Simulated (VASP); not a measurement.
# Zr (P6_3/mmc) in VASP: further runs

The runs below take Zr through single point, with RPBE.

Everything below comes from runs of VASP 6.6.1. Logs are shortened: lines on timing, memory, paths and dates and some standing lists are left out, and cuts for length are marked.

## 1. The cell of the first run

Symmetry: P6_3/mmc, No. 194, hexagonal system. The conventional cell has a = 3.261 Å, b = 3.261 Å, c = 5.200 Å, α = 90.00°, β = 90.00°, γ = 120.00°. Within 4.2 Å of Zr (site symmetry -6m2) lie 12 Zr at 3.21 to 3.26 Å.

## 2. Single point, RPBE, collinear spin

INCAR reads:

```
ALGO     = Normal         # electronic algorithm
EDIFF    = 1E-6           # SCF threshold, eV
ENCUT    = 520            # plane-wave cutoff, eV
GGA      = RP             # functional
ISIF     = 2              # what is computed and relaxed
ISMEAR   = -1             # smearing method
ISPIN    = 2              # spin polarisation
LASPH    = T              # aspherical terms in the spheres
LCHARG   = F              # write CHGCAR
LMAXMIX  = 4              # l up to which the mixer works
LORBIT   = 11             # projections on sites
LREAL    = F              # projectors in reciprocal space
LWAVE    = F              # write WAVECAR
MAGMOM   = 1 1            # initial moments
NBANDS   = 23             # bands
NELM     = 150            # most SCF steps
PREC     = Accurate       # precision mode
SIGMA    = 0.05           # smearing width, eV
```

KPOINTS reads:

```
k-points
0
Gamma
  11 11 6
```

POSCAR reads:

```
Zr
1.0
    3.2611219489      0.0000000000      0.0000000000
   -1.6305609744      2.8242144526      0.0000000000
    0.0000000000      0.0000000000      5.2001248125
Zr
2
Direct
    0.3333333333      0.6666666667      0.2500000000
    0.6666666667      0.3333333333      0.7500000000
```

Potentials or basis: VASP PAW PBE potentials, release 64 (Zr_sv).

The run is started by

```
$ cat potpaw_PBE.64/Zr_sv/POTCAR > POTCAR
$ mpirun -np 1 vasp_std > vasp.out
```

OUTCAR:

```text
EDIFF = 1E-6
   ENCUT = 520
   GGA = RP
   ISIF = 2
   ISMEAR = -1
   ISPIN = 2
   LASPH = T
   LORBIT = 11
   LREAL = F
   NELM = 150
   PREC = Accurate

 ion  position               nearest neighbor table
   1  0.333  0.667  0.250-   2 3.21   2 3.21   2 3.21   2 3.21   2 3.21   2 3.21
   2  0.667  0.333  0.750-   1 3.21   1 3.21   1 3.21   1 3.21   1 3.21   1 3.21

  LATTYP: Found a hexagonal cell.
 ALAT       =     3.2611219489
 C/A-ratio  =     1.5945815256

  Lattice vectors:

 A1 = (   3.2611219489,   0.0000000000,   0.0000000000)
 A2 = (  -1.6305609744,   2.8242144526,   0.0000000000)
 A3 = (   0.0000000000,   0.0000000000,   5.2001248125)

Analysis of symmetry for initial positions (statically):
=====================================================================
 Subroutine PRICEL returns:
 Original cell was already a primitive cell.

 Routine SETGRP: Setting up the symmetry group for a
 hexagonal supercell.

 Subroutine GETGRP returns: Found 24 space group operations
 (whereof 12 operations were pure point group operations)
 out of a pool of 24 trial point group operations.

The static configuration has the point symmetry D_3d.
 The point group associated with its full space group is D_6h.

Analysis of symmetry for dynamics (positions and initial velocities):
=====================================================================
 Subroutine PRICEL returns:
 Original cell was already a primitive cell.

 Routine SETGRP: Setting up the symmetry group for a
 hexagonal supercell.

 Subroutine GETGRP returns: Found 24 space group operations
 (whereof 12 operations were pure point group operations)
 out of a pool of 24 trial point group operations.

The dynamic configuration has the point symmetry D_3d.
 The point group associated with its full space group is D_6h.

Analysis of structural, dynamic, and magnetic symmetry:
=====================================================================
 Subroutine PRICEL returns:
 Original cell was already a primitive cell.

 Routine SETGRP: Setting up the symmetry group for a
 hexagonal supercell.

 Subroutine GETGRP returns: Found 24 space group operations
 (whereof 12 operations were pure point group operations)
 out of a pool of 24 trial point group operations.

The overall configuration has the point symmetry D_3d.
 The point group associated with its full space group is D_6h.

 Subroutine INISYM returns: Found 24 space group operations
 (whereof 12 operations are pure point group operations),
 and found     1 'primitive' translations

----------------------------------------------------------------------------------------

                                     Primitive cell

  volume of cell :      47.8937

  direct lattice vectors                    reciprocal lattice vectors
     3.261121949  0.000000000  0.000000000     0.306642933  0.177040380  0.000000000
    -1.630560974  2.824214453  0.000000000     0.000000000  0.354080760  0.000000000
     0.000000000  0.000000000  5.200124813     0.000000000  0.000000000  0.192303077

  length of vectors
     3.261121949  3.261121949  5.200124813     0.354080760  0.354080760  0.192303077

  position of ions in fractional coordinates (direct lattice)
     0.333333333  0.666666667  0.250000000
     0.666666667  0.333333333  0.750000000

  ion indices of the primitive-cell ions
   primitive index   ion index
                 1           1
                 2           2

----------------------------------------------------------------------------------------

 KPOINTS: k-points

Automatic generation of k-mesh.
 Grid dimensions read from file:
 generate k-points for:   11   11    6

 Generating k-lattice:

  Cartesian coordinates                     Fractional coordinates (reciprocal lattice)
     0.027876630  0.016094580  0.000000000     0.090909091  0.000000000  0.000000000
     0.000000000  0.032189160  0.000000000     0.000000000  0.090909091  0.000000000
     0.000000000  0.000000000  0.032050513     0.000000000  0.000000000  0.166666667

  Length of vectors
     0.032189160  0.032189160  0.032050513

  Shift w.r.t. Gamma in fractional coordinates (k-lattice)
     0.000000000  0.000000000  0.000000000

 Subroutine IBZKPT returns following result:
 ===========================================

 Found     64 irreducible k-points:

 Following reciprocal coordinates:
            Coordinates               Weight
  0.000000  0.000000  0.000000      1.000000
  0.090909 -0.000000  0.000000      6.000000
  0.181818  0.000000  0.000000      6.000000
  0.272727  0.000000  0.000000      6.000000
  0.363636  0.000000  0.000000      6.000000
  0.454545  0.000000  0.000000      6.000000
[... 16 lines left out ...]
  0.090909  0.090909  0.166667     12.000000
  0.181818  0.090909  0.166667     24.000000
 [... further k-points ...]
   k-points           NKPTS =     64   k-points in BZ     NKDIM =     64   number of bands    NBANDS=     23
   number of dos      NEDOS =    301   number of ions     NIONS =      2
   total plane-waves  NPLWV =  23040
   dimension x,y,z NGX =    24 NGY =   24 NGZ =   40
   dimension x,y,z NGXF=    48 NGYF=   48 NGZF=   80
   ions per type =               2
   NGX,Y,Z   is equivalent  to a cutoff of  12.23, 12.23, 12.79 a.u.
   NGXF,Y,Z  is equivalent  to a cutoff of  24.47, 24.47, 25.58 a.u.
 SYSTEM =  unknown system
   PREC   = accura    normal or accurate (medium, high low for compatibility)
   ISTART =      0    job   : 0-new  1-cont  2-samecut
   ICHARG =      2    charge: 1-file 2-atom 10-const
   ISPIN  =      2    spin polarized calculation?
   LNONCOLLINEAR =      F non collinear calculations
   LSORBIT =      F    spin-orbit coupling
   LASPH  =      T    aspherical Exc in radial PAW
   ENCUT  =  520.0 eV  38.22 Ry    6.18 a.u.   6.06  6.06  9.67*2*pi/ulx,y,z
   NELM   =    150;   NELMIN=  2; NELMDL= -5     # of ELM steps
   EDIFF  = 0.1E-05   stopping-criterion for ELM
   LREAL  =      F    real-space projection
   EDIFFG = 0.1E-04   stopping-criterion for IOM
   NSW    =      0    number of steps for IOM
   IBRION =     -1    ionic relax: 0-MD 1-quasi-New 2-CG
   NFREE  =      0    steps in history (QN), initial steepest desc. (CG)
   ISIF   =      2    stress and relaxation
   ISYM   =      2    0-nonsym 1-usesym 2-fastsym
   POTIM  = 0.5000    time-step for ionic-motion
   TEBEG  =    0.0;   TEEND  =   0.0 temperature during run
   PSTRESS=    0.0 pullay stress
   NELECT =      24.0000    total number of electrons
   NUPDOWN=      -1.0000    fix difference up-down
   EMIN   =  10.00;   EMAX   =-10.00  energy-range for DOS
   EFERMI =   0.00;   METHOD = LEGACY
   ISMEAR =    -1;   SIGMA  =   0.05  broadening in eV -4-tet -1-fermi 0-gaus
   EFERMI_NEDOS =   21; number of points for ismear=-14 and -15
   IALGO  =     38    algorithm
   IMIX   =      4    mixing-type and parameters
     AMIX     =   0.40;   BMIX     =  1.00
     AMIX_MAG =   1.60;   BMIX_MAG =  1.00
  volume/ion in A,a.u.               =      23.95       161.60
  Fermi-wavevector in a.u.,A,eV,Ry     =   1.300327  2.457261 23.005398  1.690849
  Thomas-Fermi vector in A             =   2.431533
   LORBIT       =     11    0 simple, 1 ext, 2 COOP (PROOUT), +10 PAW based schemes
   GGA     = RP    functional components
   LHFCALC =     F    Hartree Fock is set to
   AEXX    =    0.0000 exact exchange contribution
   IVDW    =     0    specifies the selected vdW correction
   LEPSILON=     F    determine dielectric tensor
   LRPA    =     F    only Hartree local field effects (RPA)
 spin polarized calculation
  energy-cutoff  :      520.00
  volume of cell :       47.89
 maximum number of plane-waves:      1306
   NGX = 13   NGY = 13   NGZ = 19

 number of electron      24.0000001 magnetization      -0.0006323

 number of electron      24.0000001 magnetization       0.0005244

 Free energy of the ion-electron system (eV)
  ---------------------------------------------------
  ext. energy  EPLUGINS =         0.00000000
  ---------------------------------------------------
  free energy    TOTEN  =       -16.20198739 eV

  energy without entropy =      -16.18608084  energy(sigma->0) =      -16.19403411

 E-fermi :   8.7768     XC(G=0): -10.8790

 val. band max:        8.7473909413   @ k =   0.3636   0.2727   0.3333
 cond. band min:       8.7862406525   @ k =   0.0909   0.0909   0.0000
 fundamental gap:      0.0388497112
 Fermi energy:         8.7768259875

 spin component 1

 k-point     1 :       0.0000    0.0000    0.0000
  band No.  band energies     occupation
      1     -40.1560      1.00000
      2     -40.0200      1.00000
      3     -18.6277      1.00000
      4     -17.8324      1.00000
      5     -17.8324      1.00000
      6     -17.7161      1.00000
[... 15 lines left out ...]
     22      19.1738      0.00000
     23      20.8252      0.00000
[... 575 lines left out ...]
      1     -40.0982      1.00000
      2     -40.0083      1.00000
      3     -18.4569      1.00000
      4     -18.0882      1.00000
      5     -18.0494      1.00000
      6     -17.9138      1.00000
[... 15 lines left out ...]
     22      20.6960      0.00000
     23      21.1213      0.00000

 [... further k-points ...]

 spin component 2

 k-point     1 :       0.0000    0.0000    0.0000
  band No.  band energies     occupation
      1     -40.1559      1.00000
      2     -40.0199      1.00000
      3     -18.6276      1.00000
      4     -17.8323      1.00000
      5     -17.8323      1.00000
      6     -17.7160      1.00000
[... 15 lines left out ...]
     22      19.1741      0.00000
     23      20.8255      0.00000
[... 575 lines left out ...]
      1     -40.0981      1.00000
      2     -40.0082      1.00000
      3     -18.4568      1.00000
      4     -18.0881      1.00000
      5     -18.0493      1.00000
      6     -17.9137      1.00000
[... 15 lines left out ...]
     22      20.6962      0.00000
     23      21.1215      0.00000

 [... further k-points ...]
[... 5 lines left out ...]
  --------------------------------------------------------------------------------------
  -------------------------------------------------------------------------------------
  Total       -0.0053867     -0.0053867     -0.0062372     -0.0000000     -0.0000000      0.0000000
  in kB       -0.1802011     -0.1802011     -0.2086519     -0.0000000     -0.0000000      0.0000000
  external PRESSURE =      -0.1896847 kB  Pullay stress =       0.0000000 kB

 VOLUME and BASIS-vectors are now :
 -----------------------------------------------------------------------------
  energy-cutoff  :      520.00
  volume of cell :       47.89
      direct lattice vectors                 reciprocal lattice vectors
     3.261121949  0.000000000  0.000000000     0.306642933  0.177040380  0.000000000
    -1.630560974  2.824214453  0.000000000     0.000000000  0.354080760  0.000000000
     0.000000000  0.000000000  5.200124813     0.000000000  0.000000000  0.192303077

 POSITION                                       TOTAL-FORCE (eV/Angst)
 -----------------------------------------------------------------------------------
     -0.00000      1.88281      1.30003        -0.000000      0.000000      0.000000
      1.63056      0.94140      3.90009         0.000000     -0.000000      0.000000
 -----------------------------------------------------------------------------------
    total drift:                               -0.000000      0.000000     -0.000000

  FREE ENERGIE OF THE ION-ELECTRON SYSTEM (eV)
  ---------------------------------------------------
  free  energy   TOTEN  =       -16.2019873884 eV

  energy  without entropy=      -16.1860808385  energy(sigma->0) =      -16.19403411

 total charge

# of ion       s       p       d       tot
------------------------------------------
    1        2.225   5.963   1.593   9.781
    2        2.225   5.963   1.593   9.781
--------------------------------------------------
tot          4.451  11.925   3.185  19.561

 magnetization (x)

# of ion       s       p       d       tot
------------------------------------------
    1        0.000   0.000   0.000   0.000
    2        0.000   0.000   0.000   0.000
--------------------------------------------------
tot          0.000   0.000   0.000   0.000
```

Wall time 100 s (1 thread of Intel Xeon Platinum 8259CL at 2.50GHz (Skylake/Cascade Lake), shared host); peak memory 0.23 GiB.

What came out:

```yaml
Free_energy: -16.2020 eV
Pressure: 0.0 GPa
Band_gap_on_the_k_mesh: zero (filled and empty bands overlap)
Net_moment: 0.00 μB per cell
Valence_electrons_inside_the_program's_atomic_spheres: Zr 9.78
```

Caveat: the PAW data sets were made with another functional, which shifts forces and pressure a little.

(Continued in part 2 of 2.)
